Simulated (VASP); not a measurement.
Wanted: the native input for a VASP 6.6.1 run.

* Task: single point
* Functional: PBE
* Potentials or basis: VASP PAW PBE potentials, release 64 (Si, P)
* Cutoff: 520 eV
* k mesh: 10 × 10 × 10
* Occupations: gaussian, width 0.1 eV
* Spin: no spin polarisation
* Dipole correction: no
* Further INCAR settings: ALGO = Normal; EDIFF = 1e-07; NBANDS = 22

The structure of Si5P lies in POSCAR:

```
Si5P
1.0
    0.0000000000      3.5794357834      3.5794357834
    3.5794357834      0.0000000000      3.5794357834
    3.5794357834      3.5794357834      0.0000000000
Si P
5 1
Direct
    0.2500000000      0.2500000000      0.2500000000
    0.6251486773      0.6251486773      0.6251486773
    0.1245539681      0.6251486773      0.6251486773
    0.6251486773      0.6251486773      0.1245539681
    0.6251486773      0.1245539681      0.6251486773
    0.0000000000      0.0000000000      0.0000000000
```

The input as run:

INCAR

```
SYSTEM = Si5P
  PREC = Accurate
  ENCUT = 520
  EDIFF = 1E-7
  ISMEAR = 0
  SIGMA = 0.1
  LREAL = .FALSE.
  LASPH = .TRUE.
  NELM = 60
  ALGO = Normal
  ISIF = 2
  LWAVE = .FALSE.
  LCHARG = .FALSE.
  GGA = PE
  NBANDS = 22
```

KPOINTS

```
regular mesh
0
G
  10 10 10
  0 0 0
```

Potentials or basis: VASP PAW PBE potentials, release 64 (Si, P).

Launch:

```sh
$ cat potpaw_PBE.64/Si/POTCAR potpaw_PBE.64/P/POTCAR > POTCAR
$ mpirun -np 1 vasp_std > vasp.out
```

Results of the run:

- Pressure: 0.0 GPa

It took 110 s on 1 thread of Intel(R) Xeon(R) Platinum 8488C (Sapphire Rapids) (shared host), peak memory 0.27 GiB.
